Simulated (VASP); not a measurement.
# KF (wurtzite type) (P6_3/mmc) in VASP: electric field gradients with PBE

Aim: the electric field gradients of KF (wurtzite type) with PBE.

Everything below comes from runs of VASP 6.6.1. Logs are shortened: lines on timing, memory, paths and dates and some standing lists are left out, and cuts for length are marked.

## Step 1: The cell of the first run

It takes space group P6_3/mmc (No. 194, hexagonal). The conventional cell has a = 4.547 Å, b = 4.547 Å, c = 5.375 Å, α = 90.00°, β = 90.00°, γ = 120.00°. K (site symmetry -6m2) has 5 F at 2.63 to 2.69 Å within 3.5 Å. Within 3.5 Å of F (site symmetry -6m2) lie 5 K at 2.63 to 2.69 Å.

## Step 2: Electric field gradients, PBE

INCAR reads:

```
SYSTEM = KF
ALGO = Normal ; EDIFF = 1E-8
ENCUT = 520 ; GGA = PE
ISIF = 2 ; ISMEAR = -1
LASPH = .TRUE. ; LCHARG = .FALSE.
LEFG = .TRUE. ; LREAL = .FALSE.
LWAVE = .FALSE. ; NBANDS = 24
NELM = 100 ; PREC = Accurate
SIGMA = 0.03
```

KPOINTS reads:

```
k-points
0
G
  11 11 6
  0 0 0
```

POSCAR reads:

```
KF
1.0
    4.5474626899      0.0000000000      0.0000000000
   -2.2737313450      3.9382182122      0.0000000000
    0.0000000000      0.0000000000      5.3752234355
K F
2 2
Direct
    0.3333333333      0.6666666667     -0.0619980745
    0.6666666667      0.3333333333      0.4380019255
    0.3333333333      0.6666666667      0.4379980745
    0.6666666667      0.3333333333      0.9379980745
```

Potentials or basis: VASP PAW PBE potentials, release 64 (K_sv, F).

On the command line:

```sh
> cat potpaw_PBE.64/K_sv/POTCAR potpaw_PBE.64/F/POTCAR > POTCAR
> mpirun -np 1 vasp_std > vasp.out
```

OUTCAR:

```text
SYSTEM = KF
   EDIFF = 1E-8
   ENCUT = 520
   GGA = PE
   ISIF = 2
   ISMEAR = -1
   LASPH = .TRUE.
   LREAL = .FALSE.
   NELM = 100
   PREC = Accurate

 ion  position               nearest neighbor table
   1  0.333  0.667  0.938-   4 2.63   4 2.63   4 2.63   3 2.69   3 2.69   2 3.76   2 3.76   2 3.76
                             2 3.76   2 3.76   2 3.76
   2  0.667  0.333  0.438-   3 2.63   3 2.63   3 2.63   4 2.69   4 2.69   1 3.76   1 3.76   1 3.76
                             1 3.76   1 3.76   1 3.76
   3  0.333  0.667  0.438-   2 2.63   2 2.63   2 2.63   1 2.69   1 2.69
   4  0.667  0.333  0.938-   1 2.63   1 2.63   1 2.63   2 2.69   2 2.69

  LATTYP: Found a hexagonal cell.
 ALAT       =     4.5474626899
 C/A-ratio  =     1.1820269460

  Lattice vectors:

 A1 = (   4.5474626899,   0.0000000000,   0.0000000000)
 A2 = (  -2.2737313450,   3.9382182122,   0.0000000000)
 A3 = (   0.0000000000,   0.0000000000,   5.3752234355)

Analysis of symmetry for initial positions (statically):
=====================================================================
 Subroutine PRICEL returns:
 Original cell was already a primitive cell.

 Routine SETGRP: Setting up the symmetry group for a
 hexagonal supercell.

 Subroutine GETGRP returns: Found 24 space group operations
 (whereof  6 operations were pure point group operations)
 out of a pool of 24 trial point group operations.

The static configuration has the point symmetry C_3v.
 The point group associated with its full space group is D_6h.

Analysis of symmetry for dynamics (positions and initial velocities):
=====================================================================
 Subroutine PRICEL returns:
 Original cell was already a primitive cell.

 Routine SETGRP: Setting up the symmetry group for a
 hexagonal supercell.

 Subroutine GETGRP returns: Found 24 space group operations
 (whereof  6 operations were pure point group operations)
 out of a pool of 24 trial point group operations.

The dynamic configuration has the point symmetry C_3v.
 The point group associated with its full space group is D_6h.

 Subroutine INISYM returns: Found 24 space group operations
 (whereof  6 operations are pure point group operations),
 and found     1 'primitive' translations

----------------------------------------------------------------------------------------

                                     Primitive cell

  volume of cell :      96.2643

  direct lattice vectors                    reciprocal lattice vectors
     4.547462690  0.000000000  0.000000000     0.219902849  0.126960969  0.000000000
    -2.273731345  3.938218212  0.000000000     0.000000000  0.253921938  0.000000000
     0.000000000  0.000000000  5.375223435     0.000000000  0.000000000  0.186038778

  length of vectors
     4.547462690  4.547462690  5.375223435     0.253921938  0.253921938  0.186038778

  position of ions in fractional coordinates (direct lattice)
     0.333333333  0.666666667  0.938001925
     0.666666667  0.333333333  0.438001925
     0.333333333  0.666666667  0.437998075
     0.666666667  0.333333333  0.937998075

  ion indices of the primitive-cell ions
   primitive index   ion index
                 1           1
                 2           2
                 3           3
                 4           4

----------------------------------------------------------------------------------------

 KPOINTS: k-points

Automatic generation of k-mesh.
 Grid dimensions read from file:
 generate k-points for:   11   11    6

 Generating k-lattice:

  Cartesian coordinates                     Fractional coordinates (reciprocal lattice)
     0.019991168  0.011541906  0.000000000     0.090909091  0.000000000  0.000000000
     0.000000000  0.023083813  0.000000000     0.000000000  0.090909091  0.000000000
     0.000000000  0.000000000  0.031006463     0.000000000  0.000000000  0.166666667

[... 39 lines left out ...]
   number of dos      NEDOS =    301   number of ions     NIONS =      4
   total plane-waves  NPLWV =  51840
   dimension x,y,z NGX =    36 NGY =   36 NGZ =   40
   dimension x,y,z NGXF=    72 NGYF=   72 NGZF=   80
   ions per type =               2   2
   NGX,Y,Z   is equivalent  to a cutoff of  13.16, 13.16, 12.37 a.u.
   NGXF,Y,Z  is equivalent  to a cutoff of  26.32, 26.32, 24.74 a.u.
 SYSTEM =  KF
   PREC   = accura    normal or accurate (medium, high low for compatibility)
   ISTART =      0    job   : 0-new  1-cont  2-samecut
   ICHARG =      2    charge: 1-file 2-atom 10-const
   ISPIN  =      1    spin polarized calculation?
   LNONCOLLINEAR =      F non collinear calculations
   LSORBIT =      F    spin-orbit coupling
   LASPH  =      T    aspherical Exc in radial PAW
   ENCUT  =  520.0 eV  38.22 Ry    6.18 a.u.   8.46  8.46  9.99*2*pi/ulx,y,z
   NELM   =    100;   NELMIN=  2; NELMDL= -5     # of ELM steps
   EDIFF  = 0.1E-07   stopping-criterion for ELM
   LREAL  =      F    real-space projection
   EDIFFG = 0.1E-06   stopping-criterion for IOM
   NSW    =      0    number of steps for IOM
   IBRION =     -1    ionic relax: 0-MD 1-quasi-New 2-CG
   NFREE  =      0    steps in history (QN), initial steepest desc. (CG)
   ISIF   =      2    stress and relaxation
   ISYM   =      2    0-nonsym 1-usesym 2-fastsym
   POTIM  = 0.5000    time-step for ionic-motion
   TEBEG  =    0.0;   TEEND  =   0.0 temperature during run
   PSTRESS=    0.0 pullay stress
   NELECT =      32.0000    total number of electrons
   NUPDOWN=      -1.0000    fix difference up-down
   EMIN   =  10.00;   EMAX   =-10.00  energy-range for DOS
   EFERMI =   0.00;   METHOD = LEGACY
   ISMEAR =    -1;   SIGMA  =   0.03  broadening in eV -4-tet -1-fermi 0-gaus
   EFERMI_NEDOS =   21; number of points for ismear=-14 and -15
   IALGO  =     38    algorithm
   IMIX   =      4    mixing-type and parameters
     AMIX     =   0.40;   BMIX     =  1.00
     AMIX_MAG =   1.60;   BMIX_MAG =  1.00
  volume/ion in A,a.u.               =      24.07       162.41
  Fermi-wavevector in a.u.,A,eV,Ry     =   1.134061  2.143064 17.498370  1.286094
  Thomas-Fermi vector in A             =   2.270764
   LORBIT       =      0    0 simple, 1 ext, 2 COOP (PROOUT), +10 PAW based schemes
   GGA     = PE    functional components
   LHFCALC =     F    Hartree Fock is set to
   AEXX    =    0.0000 exact exchange contribution
   IVDW    =     0    specifies the selected vdW correction
   LEPSILON=     F    determine dielectric tensor
   LRPA    =     F    only Hartree local field effects (RPA)
 non-spin polarized calculation
  energy-cutoff  :      520.00
  volume of cell :       96.26
 maximum number of plane-waves:      2624
 NGX is ok and might be reduce to    36
   NGX = 17   NGY = 17   NGZ = 19

 number of electron      31.9999996 magnetization

 Free energy of the ion-electron system (eV)
  ---------------------------------------------------
  ext. energy  EPLUGINS =         0.00000000
  ---------------------------------------------------
  free energy    TOTEN  =       -16.45662968 eV

  energy without entropy =      -16.45662968  energy(sigma->0) =      -16.45662968

 E-fermi :  -2.7888     XC(G=0):  -7.2296

 val. band max:       -3.4310454666   @ k =   0.0000   0.0000   0.0000
 cond. band min:       1.8001051303   @ k =   0.0000   0.0000   0.0000
 fundamental gap:      5.2311505969
 Fermi energy:        -2.7887556806

 k-point     1 :       0.0000    0.0000    0.0000
  band No.  band energies     occupation
      1     -29.7530      2.00000
      2     -29.6623      2.00000
      3     -22.0759      2.00000
      4     -22.0628      2.00000
      5     -13.4814      2.00000
      6     -13.2960      2.00000
[... 637 lines left out ...]
     23       7.8543      0.00000
     24       8.3487      0.00000

 [... further k-points ...]
[... 5 lines left out ...]
  --------------------------------------------------------------------------------------
  -------------------------------------------------------------------------------------
  Total        0.0141395      0.0141395      0.0060462     -0.0000000     -0.0000000      0.0000000
  in kB        0.2353308      0.2353308      0.1006307     -0.0000000     -0.0000000      0.0000000
  external PRESSURE =       0.1904307 kB  Pullay stress =       0.0000000 kB

 VOLUME and BASIS-vectors are now :
 -----------------------------------------------------------------------------
  energy-cutoff  :      520.00
  volume of cell :       96.26
      direct lattice vectors                 reciprocal lattice vectors
     4.547462690  0.000000000  0.000000000     0.219902849  0.126960969  0.000000000
    -2.273731345  3.938218212  0.000000000     0.000000000  0.253921938  0.000000000
     0.000000000  0.000000000  5.375223435     0.000000000  0.000000000  0.186038778

 POSITION                                       TOTAL-FORCE (eV/Angst)
 -----------------------------------------------------------------------------------
     -0.00000      2.62548      5.04197         0.000000     -0.000000     -0.000000
      2.27373      1.31274      2.35436         0.000000      0.000000     -0.000000
     -0.00000      2.62548      2.35434         0.000000     -0.000000      0.000000
      2.27373      1.31274      5.04195        -0.000000      0.000000      0.000000
 -----------------------------------------------------------------------------------
    total drift:                               -0.000000      0.000000      0.077484

  FREE ENERGIE OF THE ION-ELECTRON SYSTEM (eV)
  ---------------------------------------------------
  free  energy   TOTEN  =       -16.4566296832 eV

  energy  without entropy=      -16.4566296831  energy(sigma->0) =      -16.45662968

 Electric field gradients (V/A^2)
---------------------------------------------------------------------
 ion       V_xx      V_yy      V_zz      V_xy      V_xz      V_yz
---------------------------------------------------------------------
   1       2.880     2.880    -5.761     0.000    -0.000     0.000
   2       2.880     2.880    -5.761     0.000     0.000    -0.000
   3       0.626     0.633    -1.259     0.006     0.000    -0.000
   4       0.626     0.633    -1.259     0.006    -0.000     0.000
---------------------------------------------------------------------

 Electric field gradients after diagonalization (V/A^2)
 (convention: |V_zz| > |V_xx| > |V_yy|)
----------------------------------------------------------------------
 ion       V_xx      V_yy      V_zz     asymmetry (V_yy - V_xx)/ V_zz
----------------------------------------------------------------------
   1       2.881     2.880    -5.761       0.000
   2       2.881     2.880    -5.761       0.000
   3       0.636     0.623    -1.259       0.011
   4       0.636     0.623    -1.259       0.011
----------------------------------------------------------------------

           NMR quadrupolar parameters

 Cq : quadrupolar parameter    Cq=e*Q*V_zz/h
 eta: asymmetry parameters     (V_yy - V_xx)/ V_zz
 Q  : nuclear electric quadrupole moment in mb (millibarn)
----------------------------------------------------------------------
 ion       Cq(MHz)       eta       Q (mb)
----------------------------------------------------------------------
   1      -0.014       0.000       1.000
   2      -0.014       0.000       1.000
   3      -0.003       0.011       1.000
   4      -0.003       0.011       1.000
----------------------------------------------------------------------
```

It took 2.7 min on 1 thread of Intel Xeon 6975P-C, shared host; peak memory 0.29 GiB.

Results:

```yaml
Free_energy: -16.4566 eV
Pressure: 0.0 GPa
Band_gap_on_the_k_mesh: 5.23 eV, direct
```

Levels at points of the mesh, in eV from the valence-band top:
```tsv
k point	band 12	band 13	band 14	band 15	band 16	band 17	band 18	band 19	band 20	band 21
(0.00, 0.00, 0.00)	-0.28	-0.27	-0.27	-0.18	0.00	5.23	9.65	10.38	10.38	10.75
(0.00, 0.00, 0.50)	-0.44	-0.30	-0.30	-0.30	-0.30	6.81	6.81	10.75	10.75	10.75
```

Electric field gradients, principal values (V/Å²):
```
atom  least  middle  greatest (by size)
 1 K  2.880   2.881              -5.761
 2 K  2.880   2.881              -5.761
 3 F  0.623   0.636              -1.259
 4 F  0.623   0.636              -1.259
```

Caveat: without QUAD_EFG the Cq values of the log hold for a quadrupole moment of 1 mb, not for the nuclei.
